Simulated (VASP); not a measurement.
Wanted: the native input for a VASP 6.6.1 run.

| Item | Value |
| --- | --- |
| Task | electric field gradients |
| Functional | PBEsol |
| Potentials or basis | VASP PAW PBE potentials, release 64 (Bi_d, Te) |
| Cutoff | 520 eV |
| k mesh | 7 × 7 × 7 |
| Occupations | fermi-dirac, width 0.08 eV |
| Spin | no spin polarisation |
| Dipole correction | no |
| Further INCAR settings | ALGO = Normal; EDIFF = 1e-08; NBANDS = 32 |

The structure of Bi2Te3 lies in POSCAR:

```
Bi2Te3
1.0
    2.1930005584      1.2661294627     10.1656700000
   -2.1930005584      1.2661294627     10.1656700000
    0.0000000000     -2.5322589254     10.1656700000
Bi Te
2 3
Direct
    0.4000000000      0.4000000000      0.4000000000
    0.6000000000      0.6000000000      0.6000000000
    0.0000000000      0.0000000000      0.0000000000
    0.2095000000      0.2095000000      0.2095000000
    0.7905000000      0.7905000000      0.7905000000
```

One way to write it, as run:

INCAR

```
PREC     = Accurate       # precision mode
ENCUT    = 520            # plane-wave cutoff, eV
EDIFF    = 1E-8           # SCF threshold, eV
ISMEAR   = -1             # smearing method
SIGMA    = 0.08           # smearing width, eV
LREAL    = False          # projectors in reciprocal space
LASPH    = True           # aspherical terms in the spheres
NELM     = 100            # most SCF steps
ALGO     = Normal         # electronic algorithm
ISIF     = 2              # what is computed and relaxed
LWAVE    = False          # write WAVECAR
LCHARG   = False          # write CHGCAR
GGA      = PS             # functional
LEFG     = True         
NBANDS   = 32             # bands
```

KPOINTS

```
Automatic mesh
0
Gamma
  7 7 7
```

Potentials or basis: VASP PAW PBE potentials, release 64 (Bi_d, Te).

Launch:

```sh
$ cat potpaw_PBE.64/Bi_d/POTCAR potpaw_PBE.64/Te/POTCAR > POTCAR
$ mpirun -np 1 vasp_std > vasp.out
```

It gave:

```
Pressure                                : -0.6 GPa
Largest force                           : 0.097 eV/Å
Band gap on the k mesh                  : 0.23 eV
Largest electric field gradient by atom : Bi +26.4; Te +92.6, +11.5 (each value once) V/Å²
```

Caveat: without QUAD_EFG the Cq values of the log hold for a quadrupole moment of 1 mb, not for the nuclei; the PAW data sets were made with another functional, which shifts forces and pressure a little; spin-orbit coupling is left out, which moves the levels of the heavy elements.

It took 20 min on 1 thread of Intel(R) Xeon(R) Platinum 8259CL CPU @ 2.50GHz (Skylake/Cascade Lake) (shared host), peak memory 1 GiB.
